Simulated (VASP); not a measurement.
Wanted: the native input for a VASP 6.6.1 run.

```
Task                   : single point
Functional             : PBE
Potentials or basis    : VASP PAW PBE potentials, release 64 (Pb_d, S)
Cutoff                 : 520 eV
k mesh                 : 7 × 7 × 7
Occupations            : gaussian, width 0.05 eV
Spin                   : no spin polarisation
Dipole correction      : no
Further INCAR settings : ALGO = Normal; EDIFF = 1e-06; NBANDS = 17
```

The structure of PbS lies in POSCAR:

```
PbS
1.0
    0.0000000000      2.9657500000      2.9657500000
    2.9657500000      0.0000000000      2.9657500000
    2.9657500000      2.9657500000      0.0000000000
Pb S
1 1
Direct
   -0.0115120000      0.0138610000     -0.0022760000
    0.4938690000      0.5052960000      0.4970370000
```

The input as run:

INCAR

```
SYSTEM = PbS
PREC = Accurate
ENCUT = 520
EDIFF = 1E-6
ISMEAR = 0
SIGMA = 0.05
LREAL = .FALSE.
LASPH = .TRUE.
NELM = 100
ALGO = Normal
ISIF = 2
LWAVE = .FALSE.
LCHARG = .FALSE.
GGA = PE
NBANDS = 17
```

KPOINTS

```
regular mesh
0
G
  7 7 7
  0 0 0
```

Potentials or basis: VASP PAW PBE potentials, release 64 (Pb_d, S).

The run is started by

```sh
$ cat potpaw_PBE.64/Pb_d/POTCAR potpaw_PBE.64/S/POTCAR > POTCAR
$ mpirun -np 1 vasp_std > vasp.out
```

It gave:

```json
{"Pressure": "2.1 GPa", "Largest force": "0.018 eV/Å", "Band gap on the k mesh": "0.95 eV"}
```

Caveat: spin-orbit coupling is left out, which moves the levels of the heavy elements.

Run time: 2.7 min on 1 thread of Intel Xeon 8259CL, with other jobs on the host, peak memory 0.28 GiB.
